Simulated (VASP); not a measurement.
# BaTiO3 (Pm) in VASP: further runs, part 2 of 2

VASP 6.6.1.

### Step 3. Single point, r2SCAN (the part above a cut slid along it)

Input file POSCAR:

```
BaTiO3
1.0
    0.0000000000      2.8579801945     -2.8741509136
   -3.9633322398      0.0000000000      0.0000000000
    0.0000000000     10.8603247392      6.3231320098
Ba Ti O
3 3 9
Direct
    0.2560111045      0.0000000000      0.9196549725
    0.7893444378      0.0000000000      0.2529883058
    0.5226777712      0.0000000000      0.5863216392
    0.4029737702      0.5000000000      0.0915069026
    0.1363071036      0.5000000000      0.4248402359
   -0.1303595631      0.5000000000      0.7581735692
    0.4455639673      1.0000000000      0.0802989560
    0.1788973007      1.0000000000      0.4136322893
   -0.0877693660      1.0000000000      0.7469656226
   -0.0452420675      0.5000000000      0.0815433816
   -0.3119087341      0.5000000000      0.4148767149
   -0.5785754008      0.5000000000      0.7482100483
    0.3112145586      0.5000000000      0.2435691207
    0.0445478919      0.5000000000      0.5769024541
   -0.2221187747      0.5000000000      0.9102357874
```

Input file INCAR.step1:

```
SYSTEM = BaTiO3
ALGO = Normal ; EDIFF = 1E-4
ENCUT = 520 ; GGA = PE
ISMEAR = 0 ; LASPH = .True.
LCHARG = .False. ; LREAL = Auto
LWAVE = .True. ; NBANDS = 73
NELM = 100 ; PREC = Accurate
SIGMA = 0.05
```

Input file INCAR.step2:

```
SYSTEM = BaTiO3
ALGO = Normal ; EDIFF = 1E-6
ENCUT = 520 ; ISIF = 2
ISMEAR = 0 ; ISTART = 1
LASPH = .True. ; LCHARG = .False.
LMIXTAU = .True. ; LREAL = Auto
LWAVE = .False. ; METAGGA = R2SCAN
NBANDS = 73 ; NELM = 100
PREC = Accurate ; SIGMA = 0.05
```

Input file KPOINTS:

```
k-points
0
Gamma
  6 6 2
  0 0 0
```

Potentials or basis: VASP PAW PBE potentials, release 64 (Ba_sv, Ti_sv, O).

The run is started by

```
cat potpaw_PBE.64/Ba_sv/POTCAR potpaw_PBE.64/Ti_sv/POTCAR potpaw_PBE.64/O/POTCAR > POTCAR
cp INCAR.step1 INCAR
mpirun -np 1 vasp_std > vasp.out
cp INCAR.step2 INCAR
mpirun -np 1 vasp_std > vasp.out
```

OUTCAR:

```text
SYSTEM = BaTiO3
   EDIFF = 1E-6
   ENCUT = 520
   ISIF = 2
   ISMEAR = 0
   ISTART = 1
   LASPH = .True.
   LREAL = Auto
   METAGGA = R2SCAN
   NELM = 100
   PREC = Accurate

 ion  position               nearest neighbor table
   1  0.256  0.000  0.920-   7 2.33  15 2.80  15 2.80   9 2.86  12 2.88  12 2.88  15 2.88  15 2.88
                            10 2.88  10 2.88   9 2.98   4 3.10   4 3.10   6 3.42   6 3.42   6 3.48
   2  0.789  0.000  0.253-   8 2.77  13 2.80  13 2.80  11 2.80  11 2.80   7 2.86   8 2.86  10 2.88
                            10 2.88  13 2.88  13 2.88   7 2.98   4 3.42   4 3.42   4 3.48   4 3.48
   3  0.523  0.000  0.586-   9 2.77  12 2.80  12 2.80  14 2.80  14 2.80   9 2.86   8 2.86  14 2.88
                            14 2.88  11 2.88  11 2.88   8 2.98   5 3.42   5 3.42   6 3.48   6 3.48
   4  0.403  0.500  0.092-  13 1.85  10 1.85   7 1.99   7 1.99  10 2.21  15 2.40   1 3.10   1 3.10
                             2 3.42   2 3.42   2 3.48   2 3.48
   5  0.136  0.500  0.425-  11 1.85  14 1.85   8 1.99   8 1.99  11 2.21  13 2.21   3 3.42   3 3.42
                             3 3.48   3 3.48   2 3.48   2 3.48   2 3.57   2 3.57
   6  0.870  0.500  0.758-  12 1.85  15 1.85   9 1.99   9 1.99  14 2.21  12 2.21   1 3.42   1 3.42
[... 2039 lines left out ...]
  -------------------------------------------------------------------------------------
  Total        3.5336140     14.0069499     -3.4956333      0.0000000      3.3187413      0.0000000
  in kB       28.9833897    114.8877287    -28.6718646      0.0000000     27.2209622      0.0000000
  external PRESSURE =      38.3997513 kB  Pullay stress =       0.0000000 kB

 VOLUME and BASIS-vectors are now :
 -----------------------------------------------------------------------------
  energy-cutoff  :      520.00
  volume of cell :      195.34
      direct lattice vectors                 reciprocal lattice vectors
     0.000000000  2.857980195 -2.874150914     0.000000000  0.128295734 -0.220354933
    -3.963332240  0.000000000  0.000000000    -0.252312938  0.000000000  0.000000000
     0.000000000 10.860324739  6.323132010     0.000000000  0.058316243  0.057988140

 POSITION                                       TOTAL-FORCE (eV/Angst)
 -----------------------------------------------------------------------------------
      0.00000     10.71943      5.07929         0.000000     -3.769679     -0.372573
      0.00000      5.00347     -0.66902         0.000000      0.010887     -0.000919
      0.00000      7.86145      2.20513         0.000000      0.105983      0.073830
     -1.98167      2.14549     -0.57960         0.000000      1.946452      0.167308
     -1.98167      5.00347      2.29455         0.000000      0.293654      0.087977
     -1.98167     10.71943      2.29455         0.000000      0.256929      0.039920
      0.00000      2.14549     -0.77288         0.000000      1.929692      0.382768
      0.00000      5.00347      2.10127         0.000000     -0.083978     -0.065114
      0.00000     10.71943      2.10127         0.000000     -0.203700      0.007661
     -1.98167      3.61427     -2.22851         0.000000      1.556254     -0.766521
     -1.98167      6.47225      0.64564         0.000000     -0.165183      0.035957
     -1.98167      9.33023      3.51979         0.000000     -0.157573      0.127047
     -1.98167      3.53468      0.64564         0.000000     -0.206063     -0.289720
     -1.98167      6.39266      3.51979         0.000000     -0.174755     -0.144604
     -1.98167     12.10863      3.51979         0.000000     -1.338919      0.716983
 -----------------------------------------------------------------------------------
    total drift:                               -0.000000      0.019353      0.024413

  FREE ENERGIE OF THE ION-ELECTRON SYSTEM (eV)
  ---------------------------------------------------
  free  energy   TOTEN  =      -221.1483776731 eV

  energy  without entropy=     -221.1483776731  energy(sigma->0) =     -221.14837767
```

OUTCAR.step1:

```text
SYSTEM = BaTiO3
   EDIFF = 1E-4
   ENCUT = 520
   GGA = PE
   ISMEAR = 0
[... 2083 lines left out ...]
     -1.98167      9.33023      3.51979         0.000000     -0.195274      0.117721
     -1.98167      3.53468      0.64564         0.000000     -0.147365     -0.269415
     -1.98167      6.39266      3.51979         0.000000     -0.119115     -0.132781
     -1.98167     12.10863      3.51979         0.000000     -1.174049      0.703463
 -----------------------------------------------------------------------------------
    total drift:                               -0.000000      0.019456      0.017221

  FREE ENERGIE OF THE ION-ELECTRON SYSTEM (eV)
  ---------------------------------------------------
  free  energy   TOTEN  =      -118.5265799144 eV

  energy  without entropy=     -118.5265799144  energy(sigma->0) =     -118.52657991
```

Wall time 22 min (1 thread of Intel Xeon 6975P-C (Granite Rapids), shared host); peak memory 0.48 GiB.

Results:

```yaml
Free_energy: -221.1484 eV
Pressure: 3.8 GPa
Largest_force: 3.788 eV/Å
Band_gap_on_the_k_mesh: 2.29 eV (least direct gap 2.69 eV)
```

Forces in eV/Å, atoms in the order of the input:
```
Ba   0.000 -3.770 -0.373
Ba   0.000  0.011 -0.001
Ba   0.000  0.106  0.074
Ti   0.000  1.946  0.167
Ti   0.000  0.294  0.088
Ti   0.000  0.257  0.040
O    0.000  1.930  0.383
O    0.000 -0.084 -0.065
O    0.000 -0.204  0.008
O    0.000  1.556 -0.767
O    0.000 -0.165  0.036
O    0.000 -0.158  0.127
O    0.000 -0.206 -0.290
O    0.000 -0.175 -0.145
O    0.000 -1.339  0.717
```

Caveat: the cell differs from its parent crystal (the part above a cut slid along it); the stress differs along the axes, from -3 to 11 GPa; the PAW data sets were made with another functional, which shifts forces and pressure a little; spin-orbit coupling is left out, which moves the levels of the heavy elements. A k mesh can miss the band edges.
